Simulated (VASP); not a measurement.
Here is a VASP 6.6.1 calculation.

Contents of INCAR:

```
PREC = Accurate
ENCUT = 500
EDIFF = 1E-6
ISMEAR = 0
SIGMA = 0.02
LREAL = F
LASPH = T
NELM = 120
ALGO = Normal
ISIF = 2
LWAVE = F
LCHARG = F
GGA = CA
NBANDS = 20
GGA_COMPAT = F
```

KPOINTS

```
regular mesh
0
Gamma
  12 12 2
```

File POSCAR:

```
Te2Mo
1.0
    3.4665480208      0.0000000000      0.0000000000
   -1.7332740104      3.0021186495      0.0000000000
    0.0000000000      0.0000000000     18.3082028371
Te Mo
2 1
Direct
    0.3333333333      0.6666666667      0.9019347954
    0.3333333333      0.6666666667      0.0980652046
    0.0000000000      0.0000000000      0.0000000000
```

Potentials or basis: VASP PAW LDA potentials, release 64 (Te, Mo_sv).

Command:

```console
$ cat potpaw_LDA.64/Te/POTCAR potpaw_LDA.64/Mo_sv/POTCAR > POTCAR
$ mpirun -np 1 vasp_std > vasp.out
```

(1) Estimate the largest force.

(2) Estimate the band gap on the k mesh.

## Answers

(1) 0.051 eV/Å.

(2) 1.24 eV, direct.

Caveat: spin-orbit coupling is left out, which moves the levels of the heavy elements.
